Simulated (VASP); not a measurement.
# InP (F-43m) in VASP: G0W0 quasiparticle levels with LDA

Aim: the G0W0 quasiparticle levels of InP with LDA.

All numbers are computed with VASP 6.6.1; they aren't measurements. Logs are shortened: lines on timing, memory, paths and dates and some standing lists are left out, and cuts for length are marked.

**1. The cell of the first run**

Symmetry: F-43m, No. 216, cubic system. The conventional cell has a = 5.908 Å, b = 5.908 Å, c = 5.908 Å, α = 90.00°, β = 90.00°, γ = 90.00°. Within 3.4 Å of In (site symmetry -43m) lie 4 P at 2.56 Å. Within 3.4 Å of P (site symmetry -43m) lie 4 In at 2.56 Å.

**2. G0W0 quasiparticle levels, LDA**

The input, POSCAR:

```
InP
1.0
    0.0000000000      2.9537876370      2.9537876370
    2.9537876370      0.0000000000      2.9537876370
    2.9537876370      2.9537876370      0.0000000000
In P
1 1
Direct
    0.0000000000      0.0000000000      0.0000000000
    0.2500000000      0.2500000000      0.2500000000
```

The input, INCAR.step1:

```
SYSTEM = InP
ALGO     = Normal         ! electronic algorithm
EDIFF    = 1E-8           ! SCF threshold, eV
ENCUT    = 500            ! plane-wave cutoff, eV
ISMEAR   = 0              ! smearing method
LASPH    = .TRUE.         ! aspherical terms in the spheres
LCHARG   = .FALSE.        ! write CHGCAR
LREAL    = .FALSE.        ! projectors in reciprocal space
LWAVE    = .TRUE.         ! write WAVECAR
NELM     = 100            ! most SCF steps
PREC     = Accurate       ! precision mode
SIGMA    = 0.01           ! smearing width, eV
```

The input, INCAR.step2:

```
SYSTEM = InP
ALGO     = Exact          ! electronic algorithm
EDIFF    = 1E-8           ! SCF threshold, eV
ENCUT    = 500            ! plane-wave cutoff, eV
ISMEAR   = 0              ! smearing method
ISTART   = 1            
LASPH    = .TRUE.         ! aspherical terms in the spheres
LCHARG   = .FALSE.        ! write CHGCAR
LOPTICS  = .TRUE.         ! frequency-dependent dielectric function
LREAL    = .FALSE.        ! projectors in reciprocal space
LWAVE    = .TRUE.         ! write WAVECAR
NBANDS   = 99             ! bands
NELM     = 1              ! most SCF steps
PREC     = Accurate       ! precision mode
SIGMA    = 0.01           ! smearing width, eV
```

The input, INCAR.step3:

```
SYSTEM = InP
ALGO     = EVGW0          ! electronic algorithm
EDIFF    = 1E-8           ! SCF threshold, eV
ENCUT    = 500            ! plane-wave cutoff, eV
ENCUTGW  = 110.0          ! cutoff of the response function
ISMEAR   = 0              ! smearing method
ISTART   = 1            
LASPH    = .TRUE.         ! aspherical terms in the spheres
LCHARG   = .FALSE.        ! write CHGCAR
LREAL    = .FALSE.        ! projectors in reciprocal space
LWAVE    = .FALSE.        ! write WAVECAR
NBANDS   = 99             ! bands
NBANDSGW = 17           
NELMGW   = 1            
NOMEGA   = 96             ! frequency points
OMEGAMAX = 20           
PREC     = Accurate       ! precision mode
PRECFOCK = Fast         
SIGMA    = 0.01           ! smearing width, eV
```

The input, KPOINTS:

```
k-points
0
G
  4 4 4
  0 0 0
```

Potentials or basis: VASP PAW LDA potentials, release 64 (In_d_GW, P_GW).

On the command line:

```
$ cat potpaw_LDA.64/In_d_GW/POTCAR potpaw_LDA.64/P_GW/POTCAR > POTCAR
$ cp INCAR.step1 INCAR
$ mpirun -np 1 vasp_std > vasp.out
$ cp INCAR.step2 INCAR
$ mpirun -np 1 vasp_std > vasp.out
$ cp INCAR.step3 INCAR
$ mpirun -np 1 vasp_std > vasp.out
```

OUTCAR:

```text
SYSTEM = InP
   EDIFF = 1E-8
   ENCUT = 500
   ENCUTGW = 110.0
   ISMEAR = 0
   ISTART = 1
   LASPH = .TRUE.
   LREAL = .FALSE.
   NELMGW = 1
   PREC = Accurate
   PRECFOCK = Fast

 ion  position               nearest neighbor table
   1  0.000  0.000  0.000-   2 2.56   2 2.56   2 2.56   2 2.56
   2  0.250  0.250  0.250-   1 2.56   1 2.56   1 2.56   1 2.56

  LATTYP: Found a face centered cubic cell.
 ALAT       =     5.9075752740

  Lattice vectors:

 A1 = (   0.0000000000,   2.9537876370,   2.9537876370)
 A2 = (   2.9537876370,   0.0000000000,   2.9537876370)
 A3 = (   2.9537876370,   2.9537876370,   0.0000000000)

Analysis of symmetry for initial positions (statically):
=====================================================================
 Subroutine PRICEL returns:
 Original cell was already a primitive cell.

 Routine SETGRP: Setting up the symmetry group for a
 face centered cubic supercell.

 Subroutine GETGRP returns: Found 24 space group operations
 (whereof 24 operations were pure point group operations)
 out of a pool of 48 trial point group operations.

The static configuration has the point symmetry T_d .

Analysis of symmetry for dynamics (positions and initial velocities):
=====================================================================
 Subroutine PRICEL returns:
 Original cell was already a primitive cell.

 Routine SETGRP: Setting up the symmetry group for a
 face centered cubic supercell.

 Subroutine GETGRP returns: Found 24 space group operations
 (whereof 24 operations were pure point group operations)
 out of a pool of 48 trial point group operations.

The dynamic configuration has the point symmetry T_d .

 Subroutine INISYM returns: Found 24 space group operations
 (whereof 24 operations are pure point group operations),
 and found     1 'primitive' translations

----------------------------------------------------------------------------------------

                                     Primitive cell

  volume of cell :      51.5428

  direct lattice vectors                    reciprocal lattice vectors
     0.000000000  2.953787637  2.953787637    -0.169274187  0.169274187  0.169274187
     2.953787637  0.000000000  2.953787637     0.169274187 -0.169274187  0.169274187
     2.953787637  2.953787637  0.000000000     0.169274187  0.169274187 -0.169274187

  length of vectors
     4.177286537  4.177286537  4.177286537     0.293191492  0.293191492  0.293191492

  position of ions in fractional coordinates (direct lattice)
     0.000000000  0.000000000  0.000000000
     0.250000000  0.250000000  0.250000000

  ion indices of the primitive-cell ions
   primitive index   ion index
                 1           1
                 2           2

----------------------------------------------------------------------------------------

 KPOINTS: k-points

Automatic generation of k-mesh.
 Grid dimensions read from file:
 generate k-points for:    4    4    4

 Generating k-lattice:

  Cartesian coordinates                     Fractional coordinates (reciprocal lattice)
    -0.042318547  0.042318547  0.042318547     0.250000000  0.000000000  0.000000000
     0.042318547 -0.042318547  0.042318547     0.000000000  0.250000000  0.000000000
     0.042318547  0.042318547 -0.042318547     0.000000000  0.000000000  0.250000000

  Length of vectors
     0.073297873  0.073297873  0.073297873

  Shift w.r.t. Gamma in fractional coordinates (k-lattice)
     0.000000000  0.000000000  0.000000000

 Subroutine IBZKPT returns following result:
 ===========================================

 Found      8 irreducible k-points:

 Following reciprocal coordinates:
            Coordinates               Weight
  0.000000  0.000000  0.000000      1.000000
  0.250000  0.000000  0.000000      8.000000
  0.500000  0.000000  0.000000      4.000000
  0.250000  0.250000  0.000000      6.000000
  0.500000  0.250000  0.000000     24.000000
 -0.250000  0.250000  0.000000     12.000000
  0.500000  0.500000  0.000000      3.000000
 -0.250000  0.500000  0.250000      6.000000
   k-points           NKPTS =      8   k-points in BZ     NKDIM =     64   number of bands    NBANDS=     99
   number of dos      NEDOS =    301   number of ions     NIONS =      2
   total plane-waves  NPLWV =  27000
   dimension x,y,z NGX =    30 NGY =   30 NGZ =   30
   dimension x,y,z NGXF=    60 NGYF=   60 NGZF=   60
   ions per type =               1   1
   NGX,Y,Z   is equivalent  to a cutoff of  11.94, 11.94, 11.94 a.u.
   NGXF,Y,Z  is equivalent  to a cutoff of  23.88, 23.88, 23.88 a.u.
 SYSTEM =  InP
   PREC   = accura    normal or accurate (medium, high low for compatibility)
   ISTART =      1    job   : 0-new  1-cont  2-samecut
   ICHARG =      0    charge: 1-file 2-atom 10-const
   ISPIN  =      1    spin polarized calculation?
   LNONCOLLINEAR =      F non collinear calculations
   LSORBIT =      F    spin-orbit coupling
   LASPH  =      T    aspherical Exc in radial PAW
   ENCUT  =  500.0 eV  36.75 Ry    6.06 a.u.   7.62  7.62  7.62*2*pi/ulx,y,z
   NELM   =     60;   NELMIN=  2; NELMDL=  0     # of ELM steps
   EDIFF  = 0.1E-07   stopping-criterion for ELM
   LREAL  =      F    real-space projection
   EDIFFG = 0.1E-06   stopping-criterion for IOM
   NSW    =      0    number of steps for IOM
   IBRION =     -1    ionic relax: 0-MD 1-quasi-New 2-CG
   NFREE  =      0    steps in history (QN), initial steepest desc. (CG)
   ISIF   =      0    stress and relaxation
   ISYM   =      3    0-nonsym 1-usesym 2-fastsym
   POTIM  = 0.5000    time-step for ionic-motion
   TEBEG  =    0.0;   TEEND  =   0.0 temperature during run
   PSTRESS=    0.0 pullay stress
   NELECT =      18.0000    total number of electrons
   NUPDOWN=      -1.0000    fix difference up-down
   EMIN   =  10.00;   EMAX   =-10.00  energy-range for DOS
   EFERMI =   0.00;   METHOD = LEGACY
   ISMEAR =     0;   SIGMA  =   0.01  broadening in eV -4-tet -1-fermi 0-gaus
   EFERMI_NEDOS =   21; number of points for ismear=-14 and -15
   IALGO  =     38    algorithm
   IMIX   =      4    mixing-type and parameters
     AMIX     =   0.40;   BMIX     =  1.00
     AMIX_MAG =   1.60;   BMIX_MAG =  1.00
  volume/ion in A,a.u.               =      25.77       173.91
  Fermi-wavevector in a.u.,A,eV,Ry     =   1.152860  2.178589 18.083301  1.329085
  Thomas-Fermi vector in A             =   2.289508
   LORBIT       =      0    0 simple, 1 ext, 2 COOP (PROOUT), +10 PAW based schemes
   GGA     = CA    functional components
   LHFCALC =     T    Hartree Fock is set to
   PRECFOCK=fast      Normal, Fast or Accurate (Low or Medium for compatibility)
   ENCUT4O =  -1.0   cutoff for four orbital integrals eV
   NKREDX  =     1    reduce k-point grid by
   NKREDY  =     1    reduce k-point grid by
   NKREDZ  =     1    reduce k-point grid by
   AEXX    =    1.0000 exact exchange contribution
   HFSCREEN=    0.0000 screening length (either q_TF or 0.3 A-1)
   HFSCREENC=   0.0000 screening length for correlation (either q_TF or 0.3 A-1)
   ENCUTFOCK=  -1.0 apply spherical cutoff to Coloumb kernel
   IVDW    =     0    specifies the selected vdW correction
   LEPSILON=     F    determine dielectric tensor
   LRPA    =     F    only Hartree local field effects (RPA)
   LRPAFORCE           =     F    calculate RPA forces
   ENCUTGW             = 110.0    cutoff for response function in eV
   ENCUTGWSOFT         =  88.0    soft cutoff for Coulomb kernel in GW response function in eV
   ENCUTLF             =  -1.0    cutoff for local field effects
   NELMGW              =     1    number of iterations in solving QP/BSE equation
   NELMHF              =     1    number of iterations in the inner HF iteration
   NKREDLFX            =     1    NKREDLFY  =   1   NKREDLFZ  =   1
 non-spin polarized calculation
 Gauss-broadening in eV      SIGMA  =   0.01
  energy-cutoff  :      500.00
  volume of cell :       51.54
 maximum number of plane-waves:      1363
  NGX = 18; NGY = 18; NGZ = 18
   NGX = 15   NGY = 15   NGZ = 15
 maximum number of plane-waves:       144
 NGX is ok and might be reduce to    18

 QP shifts <psi_nk| G(iteration)W_0 |psi_nk>: iteration 1
 for sc-GW calculations column KS-energies equals QP-energies in previous step
 and V_xc(KS)=  KS-energies - (<T + V_ion + V_H > + <T+V_H+V_ion>^1  + <V_x>^1)

 k-point   1 :       0.0000    0.0000    0.0000
  band No.  KS-energies  QP-energies   sigma(KS)   V_xc(KS)     V^pw_x(r,r')   Z            occupation Imag(sigma)

      1     -10.6640     -12.5782     -19.3482     -16.5990     -25.2786       0.6963       2.0000       0.1838
      2     -10.6640     -12.5782     -19.3482     -16.5990     -25.2786       0.6963       2.0000       0.1838
      3     -10.6640     -12.5782     -19.3482     -16.5990     -25.2786       0.6963       2.0000       0.1838
      4     -10.5222     -12.4682     -19.4648     -16.6747     -25.2972       0.6975       2.0000       0.1178
      5     -10.5222     -12.4682     -19.4648     -16.6747     -25.2972       0.6975       2.0000       0.1178
      6      -7.8484      -7.9634     -11.6323     -11.4381     -18.1462       0.5918       2.0000       0.8371
[... 9 lines left out ...]
     16      12.8869      13.2668      -9.7948     -10.3203      -4.4971       0.7230       0.0000      -0.2697
     17      14.4486      14.5234      -7.8520      -7.9536      -2.2352       0.7352       0.0000      -0.5032

 k-point   2 :       0.2500    0.0000    0.0000
  band No.  KS-energies  QP-energies   sigma(KS)   V_xc(KS)     V^pw_x(r,r')   Z            occupation Imag(sigma)

      1     -10.7181     -12.5573     -19.1420     -16.4773     -25.1492       0.6902       2.0000       0.2023
      2     -10.6423     -12.5638     -19.3762     -16.6214     -25.2989       0.6975       2.0000       0.1808
      3     -10.6423     -12.5638     -19.3762     -16.6214     -25.2989       0.6975       2.0000       0.1808
      4     -10.5198     -12.4647     -19.4641     -16.6773     -25.3023       0.6979       2.0000       0.1193
      5     -10.5198     -12.4647     -19.4641     -16.6773     -25.3023       0.6979       2.0000       0.1193
      6      -7.1910      -7.3598     -11.9764     -11.7092     -18.2028       0.6317       2.0000       0.8217
[... 9 lines left out ...]
     16      12.3434      12.4773      -7.6039      -7.7857      -2.3135       0.7363       0.0000      -0.2848
     17      15.4784      15.7909      -8.7404      -9.1683      -2.9119       0.7305       0.0000      -0.5227

 k-point   3 :       0.5000    0.0000    0.0000
  band No.  KS-energies  QP-energies   sigma(KS)   V_xc(KS)     V^pw_x(r,r')   Z            occupation Imag(sigma)
[... 85 lines left out ...]
      1     -10.8305     -12.5932     -18.9188     -16.3409     -25.0154       0.6838       2.0000       0.2295
      2     -10.5697     -12.4960     -19.3608     -16.5910     -25.2093       0.6954       2.0000       0.1280
      3     -10.5671     -12.5058     -19.4817     -16.7120     -25.3874       0.7000       2.0000       0.1693
      4     -10.5671     -12.5058     -19.4817     -16.7120     -25.3874       0.7000       2.0000       0.1693
      5     -10.4895     -12.4348     -19.4956     -16.7114     -25.3418       0.6987       2.0000       0.1194
      6      -5.5211      -5.7173     -12.7555     -12.4616     -18.4620       0.6673       2.0000       0.6635
[... 9 lines left out ...]
     16      15.1271      15.5403     -10.0188     -10.5817      -4.2163       0.7340       0.0000      -0.4906
     17      15.1271      15.5403     -10.0188     -10.5817      -4.2163       0.7340       0.0000      -0.4906

 k-point   8 :      -0.2500    0.5000    0.2500
  band No.  KS-energies  QP-energies   sigma(KS)   V_xc(KS)     V^pw_x(r,r')   Z            occupation Imag(sigma)

      1     -10.7981     -12.5515     -18.9367     -16.3688     -25.0461       0.6828       2.0000       0.2327
      2     -10.6092     -12.5362     -19.4220     -16.6551     -25.3250       0.6964       2.0000       0.1644
      3     -10.5744     -12.5069     -19.4416     -16.6785     -25.3476       0.6994       2.0000       0.1694
      4     -10.5417     -12.4765     -19.4367     -16.6563     -25.2837       0.6959       2.0000       0.1227
      5     -10.5081     -12.4504     -19.4676     -16.6850     -25.3126       0.6980       2.0000       0.1203
      6      -5.4462      -5.6495     -12.8979     -12.5936     -18.5945       0.6682       2.0000       0.6573
[... 9 lines left out ...]
     16      15.2459      15.5425      -9.2393      -9.6455      -3.3608       0.7301       0.0000      -0.5215
     17      15.3501      15.8334     -10.0779     -10.7461      -3.9701       0.7233       0.0000      -0.5241
```

It took 5.4 min on 1 thread of Intel Xeon 6975P-C (Granite Rapids), shared host; peak memory 0.57 GiB.

Results:

* Quasiparticle gap: 0.98 eV
* Least direct quasiparticle gap: 0.98 eV
* Band gap of the starting levels on the mesh: 0.36 eV
* Least direct gap of the starting levels on the mesh: 0.36 eV

Caveat: the k points lie up to 0.46 Å⁻¹ apart; bands, screening cutoff and mesh are small and nothing is extrapolated, so the quasiparticle values aren't converged; spin-orbit coupling is left out, which moves the levels of the heavy elements.
